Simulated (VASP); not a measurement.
## MgCd2TeSe2: relaxation of cell and atoms with PBE

MgCd2TeSe2:

```xyz
6
Lattice="5.6488 0.0000 0.0000 0.0000 5.6488 0.0000 0.0000 0.0000 5.6614" Properties=species:S:1:pos:R:3 pbc="T T T"
Mg    2.8244    2.8244    2.8307
Cd    0.0000    0.0000    1.4621
Cd    0.0000    0.0000    4.1993
Te    2.8244    2.8244    0.0000
Se    0.0000    2.8244    0.0000
Se    2.8244    0.0000    0.0000
```

The cell was built from a structure type or drawn by symmetry, and may not be a known phase.

```
Program                : VASP 6.6.1
Task                   : relaxation of cell and atoms
Functional             : PBE
Potentials or basis    : VASP PAW PBE potentials, release 64 (Mg, Cd, Te, Se)
Cutoff                 : 600 eV
k mesh                 : 4 × 4 × 4
Occupations            : gaussian, width 0.1 eV
Spin                   : no spin polarisation
Dipole correction      : no
Further INCAR settings : ALGO = Normal; EDIFF = 1e-07; IBRION = 2; EDIFFG = -0.04; NSW = 90; ISIF = 3
```

| Property | Result |
| --- | --- |
| Energy gained by relaxing | 0.1 meV/atom |
| Ionic steps | 2 |
| Pressure after relaxing | 0.0 GPa |
| Band gap on the k mesh | zero (bands 22 and 23 overlap by 1.39 eV) |

Stress tensor (GPa, compression positive):
```
-0.04  0.00  0.00
 0.00 -0.04  0.00
 0.00  0.00  0.06
```

Step by step:
```tsv
step	energy change (eV)	largest force (eV/Å)	pressure (GPa)	volume (Å³)
1	0.0000	0.0366	0.00	180.65
2	-0.0007	0.0002	0.00	180.66
```

Final structure:
```xyz
6
Lattice="5.6422 0.0000 0.0000 0.0000 5.6422 0.0000 0.0000 0.0000 5.6749" Properties=species:S:1:pos:R:3 pbc="T T T"
Mg    2.8211    2.8211    2.8375
Cd    0.0000    0.0000    1.4638
Cd    0.0000    0.0000    4.2111
Te    2.8211    2.8211    0.0000
Se    0.0000    2.8211    0.0000
Se    2.8211    5.6422    0.0000
```

Levels at points of the mesh, in eV from the Fermi level:
| k point | band 20 | band 21 | band 22 | band 23 | band 24 | band 25 |
| --- | --- | --- | --- | --- | --- | --- |
| (0.00, 0.00, 0.00) | -1.69 | -1.39 | -0.84 | 1.21 | 2.59 | 2.59 |
| (0.50, 0.00, 0.00) | -1.74 | -1.45 | -1.29 | -1.16 | 1.98 | 2.32 |
| (0.50, 0.50, 0.00) | -1.73 | -1.24 | -1.17 | -1.14 | -0.54 | 0.69 |
| (0.00, 0.00, 0.50) | -2.22 | -1.92 | -0.34 | 0.88 | 0.88 | 2.43 |
| (0.50, 0.00, 0.50) | -1.69 | -1.53 | -1.11 | 1.31 | 1.74 | 2.00 |
| (0.50, 0.50, 0.50) | -1.61 | -1.61 | -1.13 | -1.02 | 2.17 | 2.43 |

Run time: 86 s on 1 thread of Intel(R) Xeon(R) 6975P-C (Granite Rapids), with other jobs on the host, peak memory 0.41 GiB.

Caveat: spin-orbit coupling is left out, which moves the levels of the heavy elements.
